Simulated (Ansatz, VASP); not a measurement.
# One calculation of Al3Cu, two programs

```
Al Cu
1.0
     2.69057    0.00000    0.00000
     0.00000    2.69057    0.00000
     0.00000    0.00000    7.36411
Al Cu
3 1
Direct
  0.00000 0.00000 0.50000
  0.50000 0.50000 0.22264
  0.50000 0.50000 0.77736
  0.00000 0.00000 0.00000
```

Change from the starting cell: strain -0.030 along x and y, -0.030 along z, atoms carried along.

Alike in both runs: task single point; functional r2SCAN; k mesh 18 × 18 × 6; occupations gaussian, width 0.15 eV; no spin polarisation.

```csv
,VASP,Ansatz
version,VASP 6.6.1,Ansatz 0.2.0
potentials or method,"VASP PAW PBE potentials, release 64 (Al, Cu), cutoff 520 eV","scalar-relativistic, plane waves, PAW"
valence electrons in the cell,20,28
```

|  | VASP | Ansatz | Ansatz less VASP |
| --- | --- | --- | --- |
| gap on the k mesh at the Fermi level (eV) | none | none | - |
| pressure (GPa) | 11.9 | 12.2 | +0.31 |
| traceless stress, the component that is largest in VASP (GPa) | -0.49 | -0.53 | -0.042 |
| rms of the force components (eV/Å) | 0.116 | 0.110 | -0.0063 |

VASP's potentials were made for PBE, not for r2SCAN. Atom by atom the forces differ by 0.006 eV/Å (rms over components). A gap of «none» marks a metal or a gap that the smearing closes. VASP's potentials hold 20 valence electrons a cell and Ansatz's 28, so a difference there can come from the potentials and not from the codes.
